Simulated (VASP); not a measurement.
# Si (Pccn) in VASP: notebook

Si is run at these levels: PBE; tasks: single point, relaxation of cell and atoms.

Program: VASP 6.6.1. These are calculated values, not measurements. Logs are shortened: lines on timing, memory, paths and dates and some standing lists are left out, and cuts for length are marked.

**1. The cell of the first run**

The structure is orthorhombic, space group Pccn (No. 56). The conventional cell has a = 3.688 Å, b = 6.112 Å, c = 6.592 Å, α = 90.00°, β = 90.00°, γ = 90.00°. Si (site symmetry 1) has 4 Si at 2.36 to 2.42 Å within 3.1 Å.

The cell was generated, and may not be a known phase.

**2. Single point, PBE**

Contents of INCAR:

```
PREC = Accurate ; ENCUT = 520
EDIFF = 1E-6 ; ISMEAR = 0
SIGMA = 0.1 ; LREAL = F
LASPH = T ; NELM = 100
ALGO = Normal ; ISIF = 2
LWAVE = F ; LCHARG = T
GGA = PE ; LELF = T
LVHAR = T ; NBANDS = 26
```

Contents of KPOINTS:

```
regular mesh
0
Gamma
  6 4 4
```

Contents of POSCAR:

```
Si
1.0
    3.6884112945      0.0000000000      0.0000000000
    0.0000000000      6.1122663221      0.0000000000
    0.0000000000      0.0000000000      6.5917862356
Si
8
Direct
    0.1304846053      0.5658253907      0.1559984584
    0.1304846053      0.9341746093      0.6559984584
    0.6304846053      0.0658253907      0.8440015416
    0.3695153947      0.9341746093      0.1559984584
    0.8695153947      0.0658253907      0.3440015416
    0.8695153947      0.4341746093      0.8440015416
    0.6304846053      0.4341746093      0.3440015416
    0.3695153947      0.5658253907      0.6559984584
```

Potentials or basis: VASP PAW PBE potentials, release 64 (Si).

Launch:

```sh
$ cat potpaw_PBE.64/Si/POTCAR > POTCAR
$ mpirun -np 1 vasp_std > vasp.out
```

OUTCAR:

```text
PREC = Accurate
   ENCUT = 520
   EDIFF = 1E-6
   ISMEAR = 0
   LREAL = F
   LASPH = T
   NELM = 100
   ISIF = 2
   GGA = PE

 ion  position               nearest neighbor table
   1  0.130  0.566  0.156-   7 2.36   7 2.36   6 2.41   4 2.42
   2  0.130  0.934  0.656-   3 2.36   3 2.36   5 2.41   8 2.42
   3  0.630  0.066  0.844-   2 2.36   2 2.36   4 2.41   6 2.42
   4  0.370  0.934  0.156-   5 2.36   5 2.36   3 2.41   1 2.42
   5  0.870  0.066  0.344-   4 2.36   4 2.36   2 2.41   7 2.42
   6  0.870  0.434  0.844-   8 2.36   8 2.36   1 2.41   3 2.42
   7  0.630  0.434  0.344-   1 2.36   1 2.36   8 2.41   5 2.42
   8  0.370  0.566  0.656-   6 2.36   6 2.36   7 2.41   2 2.42

  LATTYP: Found a simple orthorhombic cell.
 ALAT       =     3.6884112945
 B/A-ratio  =     1.6571542147
 C/A-ratio  =     1.7871613845

  Lattice vectors:

 A1 = (   3.6884112945,   0.0000000000,   0.0000000000)
 A2 = (   0.0000000000,   6.1122663221,   0.0000000000)
 A3 = (   0.0000000000,   0.0000000000,   6.5917862356)

Analysis of symmetry for initial positions (statically):
=====================================================================
 Subroutine PRICEL returns:
 Original cell was already a primitive cell.

 Routine SETGRP: Setting up the symmetry group for a
 simple orthorhombic supercell.

 Subroutine GETGRP returns: Found  8 space group operations
 (whereof  2 operations were pure point group operations)
 out of a pool of  8 trial point group operations.

The static configuration has the point symmetry S_2 .
 The point group associated with its full space group is D_2h.

Analysis of symmetry for dynamics (positions and initial velocities):
=====================================================================
 Subroutine PRICEL returns:
 Original cell was already a primitive cell.

 Routine SETGRP: Setting up the symmetry group for a
 simple orthorhombic supercell.

 Subroutine GETGRP returns: Found  8 space group operations
 (whereof  2 operations were pure point group operations)
 out of a pool of  8 trial point group operations.

The dynamic configuration has the point symmetry S_2 .
 The point group associated with its full space group is D_2h.

 Subroutine INISYM returns: Found  8 space group operations
 (whereof  2 operations are pure point group operations),
 and found     1 'primitive' translations

----------------------------------------------------------------------------------------

                                     Primitive cell

  volume of cell :     148.6089

  direct lattice vectors                    reciprocal lattice vectors
     3.688411294  0.000000000  0.000000000     0.271119439  0.000000000  0.000000000
     0.000000000  6.112266322  0.000000000     0.000000000  0.163605437  0.000000000
     0.000000000  0.000000000  6.591786236     0.000000000  0.000000000  0.151703949

  length of vectors
     3.688411294  6.112266322  6.591786236     0.271119439  0.163605437  0.151703949

  position of ions in fractional coordinates (direct lattice)
     0.130484605  0.565825391  0.155998458
     0.130484605  0.934174609  0.655998458
     0.630484605  0.065825391  0.844001542
     0.369515395  0.934174609  0.155998458
     0.869515395  0.065825391  0.344001542
     0.869515395  0.434174609  0.844001542
     0.630484605  0.434174609  0.344001542
     0.369515395  0.565825391  0.655998458

  ion indices of the primitive-cell ions
   primitive index   ion index
                 1           1
                 2           2
                 3           3
                 4           4
                 5           5
                 6           6
                 7           7
                 8           8

----------------------------------------------------------------------------------------

 KPOINTS: regular mesh

Automatic generation of k-mesh.
 Grid dimensions read from file:
 generate k-points for:    6    4    4

 Generating k-lattice:

  Cartesian coordinates                     Fractional coordinates (reciprocal lattice)
     0.045186573  0.000000000  0.000000000     0.166666667  0.000000000  0.000000000
     0.000000000  0.040901359  0.000000000     0.000000000  0.250000000  0.000000000
     0.000000000  0.000000000  0.037925987     0.000000000  0.000000000  0.250000000

  Length of vectors
     0.045186573  0.040901359  0.037925987

  Shift w.r.t. Gamma in fractional coordinates (k-lattice)
     0.000000000  0.000000000  0.000000000

 Subroutine IBZKPT returns following result:
 ===========================================

 Found     36 irreducible k-points:

 Following reciprocal coordinates:
            Coordinates               Weight
  0.000000  0.000000  0.000000      1.000000
  0.166667  0.000000  0.000000      2.000000
  0.333333  0.000000  0.000000      2.000000
  0.500000  0.000000  0.000000      1.000000
  0.000000  0.250000  0.000000      2.000000
  0.166667  0.250000  0.000000      4.000000
[... 16 lines left out ...]
  0.333333  0.500000  0.250000      4.000000
  0.500000  0.500000  0.250000      2.000000
 [... further k-points ...]
   k-points           NKPTS =     36   k-points in BZ     NKDIM =     36   number of bands    NBANDS=     26
   number of dos      NEDOS =    301   number of ions     NIONS =      8
   total plane-waves  NPLWV =  67200
   dimension x,y,z NGX =    28 NGY =   48 NGZ =   50
   dimension x,y,z NGXF=    56 NGYF=   96 NGZF=  100
   ions per type =               8
   NGX,Y,Z   is equivalent  to a cutoff of  12.62, 13.06, 12.61 a.u.
   NGXF,Y,Z  is equivalent  to a cutoff of  25.24, 26.11, 25.22 a.u.
 SYSTEM =  unknown system
   PREC   = accura    normal or accurate (medium, high low for compatibility)
   ISTART =      0    job   : 0-new  1-cont  2-samecut
   ICHARG =      2    charge: 1-file 2-atom 10-const
   ISPIN  =      1    spin polarized calculation?
   LNONCOLLINEAR =      F non collinear calculations
   LSORBIT =      F    spin-orbit coupling
   LASPH  =      T    aspherical Exc in radial PAW
   ENCUT  =  520.0 eV  38.22 Ry    6.18 a.u.   6.86 11.36 12.26*2*pi/ulx,y,z
   NELM   =    100;   NELMIN=  2; NELMDL= -5     # of ELM steps
   EDIFF  = 0.1E-05   stopping-criterion for ELM
   LREAL  =      F    real-space projection
   EDIFFG = 0.1E-04   stopping-criterion for IOM
   NSW    =      0    number of steps for IOM
   IBRION =     -1    ionic relax: 0-MD 1-quasi-New 2-CG
   NFREE  =      0    steps in history (QN), initial steepest desc. (CG)
   ISIF   =      2    stress and relaxation
   ISYM   =      2    0-nonsym 1-usesym 2-fastsym
   POTIM  = 0.5000    time-step for ionic-motion
   TEBEG  =    0.0;   TEEND  =   0.0 temperature during run
   PSTRESS=    0.0 pullay stress
   NELECT =      32.0000    total number of electrons
   NUPDOWN=      -1.0000    fix difference up-down
   EMIN   =  10.00;   EMAX   =-10.00  energy-range for DOS
   EFERMI =   0.00;   METHOD = LEGACY
   ISMEAR =     0;   SIGMA  =   0.10  broadening in eV -4-tet -1-fermi 0-gaus
   EFERMI_NEDOS =   21; number of points for ismear=-14 and -15
   IALGO  =     38    algorithm
   IMIX   =      4    mixing-type and parameters
     AMIX     =   0.40;   BMIX     =  1.00
     AMIX_MAG =   1.60;   BMIX_MAG =  1.00
  volume/ion in A,a.u.               =      18.58       125.36
  Fermi-wavevector in a.u.,A,eV,Ry     =   0.981243  1.854280 13.100204  0.962838
  Thomas-Fermi vector in A             =   2.112235
   LORBIT       =      0    0 simple, 1 ext, 2 COOP (PROOUT), +10 PAW based schemes
   GGA     = PE    functional components
   LHFCALC =     F    Hartree Fock is set to
   AEXX    =    0.0000 exact exchange contribution
   IVDW    =     0    specifies the selected vdW correction
   LEPSILON=     F    determine dielectric tensor
   LRPA    =     F    only Hartree local field effects (RPA)
 non-spin polarized calculation
 Gauss-broadening in eV      SIGMA  =   0.10
  energy-cutoff  :      520.00
  volume of cell :      148.61
 maximum number of plane-waves:      4036
 NGX is ok and might be reduce to    28
   NGX = 13   NGY = 23   NGZ = 25

 number of electron      32.0000000 magnetization

 Free energy of the ion-electron system (eV)
  ---------------------------------------------------
  ext. energy  EPLUGINS =         0.00000000
  ---------------------------------------------------
  free energy    TOTEN  =       -41.23603841 eV

  energy without entropy =      -41.23260808  energy(sigma->0) =      -41.23432324

 E-fermi :   6.7034     XC(G=0):  -9.8974

 val. band max:        6.6354439466   @ k =   0.0000   0.2500   0.0000
 cond. band min:       6.7040388813   @ k =   0.5000   0.5000   0.5000
 fundamental gap:      0.0685949347
 Fermi energy:         6.7033956382

 k-point     1 :       0.0000    0.0000    0.0000
  band No.  band energies     occupation
      1      -5.7003      2.00000
      2      -3.3379      2.00000
      3      -3.1395      2.00000
      4      -1.7150      2.00000
      5      -0.6700      2.00000
      6      -0.6171      2.00000
[... 18 lines left out ...]
     25      10.6706      0.00000
     26      10.9716      0.00000

 k-point     2 :       0.1667    0.0000    0.0000
  band No.  band energies     occupation
      1      -5.4213      2.00000
      2      -3.0702      2.00000
      3      -2.8633      2.00000
      4      -1.5089      2.00000
      5      -0.6494      2.00000
      6      -0.3886      2.00000
[... 18 lines left out ...]
     25      11.2037      0.00000
     26      11.6942      0.00000

 k-point     3 :       0.3333    0.0000    0.0000
  band No.  band energies     occupation
      1      -4.5957      2.00000
      2      -2.3045      2.00000
      3      -2.0427      2.00000
      4      -1.6535      2.00000
      5      -1.0578      2.00000
      6       0.4481      2.00000
[... 572 lines left out ...]
 k-point    23 :       0.3333    0.5000    0.2500
  band No.  band energies     occupation
      1      -3.5980      2.00000
      2      -3.5980      2.00000
      3      -2.2232      2.00000
      4      -2.2232      2.00000
      5      -0.2602      2.00000
      6      -0.2602      2.00000
[... 18 lines left out ...]
     25      10.7834      0.00000
     26      10.7834      0.00000

 k-point    24 :       0.5000    0.5000    0.2500
  band No.  band energies     occupation
      1      -2.7567      2.00000
      2      -2.7567      2.00000
      3      -1.7318      2.00000
      4      -1.7318      2.00000
      5      -1.1774      2.00000
      6      -1.1774      2.00000
[... 18 lines left out ...]
     25      11.3613      0.00000
     26      11.3613      0.00000

 [... further k-points ...]

------------------------ aborting loop because EDIFF is reached ----------------------------------------

  FORCE on cell =-STRESS in cart. coord.  units (eV):
  Direction    XX          YY          ZZ          XY          YZ          ZX
  --------------------------------------------------------------------------------------
  -------------------------------------------------------------------------------------
  Total        0.2219850      0.0465241      0.0085937      0.0000000      0.0000000      0.0000000
  in kB        2.3932577      0.5015840      0.0926496      0.0000000      0.0000000      0.0000000
  external PRESSURE =       0.9958305 kB  Pullay stress =       0.0000000 kB

 VOLUME and BASIS-vectors are now :
 -----------------------------------------------------------------------------
  energy-cutoff  :      520.00
  volume of cell :      148.61
      direct lattice vectors                 reciprocal lattice vectors
     3.688411294  0.000000000  0.000000000     0.271119439  0.000000000  0.000000000
     0.000000000  6.112266322  0.000000000     0.000000000  0.163605437  0.000000000
     0.000000000  0.000000000  6.591786236     0.000000000  0.000000000  0.151703949

 POSITION                                       TOTAL-FORCE (eV/Angst)
 -----------------------------------------------------------------------------------
      0.48128      3.45848      1.02831         0.004361     -0.013422      0.010274
      0.48128      5.70992      4.32420         0.004361      0.013422      0.010274
      2.32549      0.40234      5.56348         0.004361     -0.013422     -0.010274
      1.36292      5.70992      1.02831        -0.004361      0.013422      0.010274
      3.20713      0.40234      2.26758        -0.004361     -0.013422     -0.010274
      3.20713      2.65379      5.56348        -0.004361      0.013422     -0.010274
      2.32549      2.65379      2.26758         0.004361      0.013422     -0.010274
      1.36292      3.45848      4.32420        -0.004361     -0.013422      0.010274
 -----------------------------------------------------------------------------------
    total drift:                               -0.000000      0.000000      0.000000

  FREE ENERGIE OF THE ION-ELECTRON SYSTEM (eV)
  ---------------------------------------------------
  free  energy   TOTEN  =       -41.2360384069 eV

  energy  without entropy=      -41.2326080784  energy(sigma->0) =      -41.23432324
```

Run time: 3.1 min. Hardware: 1 thread of Intel Xeon 8259CL, shared host; peak memory 0.28 GiB.

What came out:

| Property | Result |
| --- | --- |
| Free energy | -41.2360 eV |
| Pressure | 0.1 GPa |
| Largest force | 0.017 eV/Å |
| Band gap on the k mesh | zero (bands 16 and 17 overlap by 0.05 eV) |

Forces in eV/Å, atoms in the order of the input:
```
Si   0.004 -0.013  0.010
Si   0.004  0.013  0.010
Si   0.004 -0.013 -0.010
Si  -0.004  0.013  0.010
Si  -0.004 -0.013 -0.010
Si  -0.004  0.013 -0.010
Si   0.004  0.013 -0.010
Si  -0.004 -0.013  0.010
```

Caveat: semilocal functionals underestimate gaps, and a narrow one can read as zero.

(Continued in part 2 of 2.)

The gap in the log of VASP goes by the Fermi energy; the results here count the filled bands.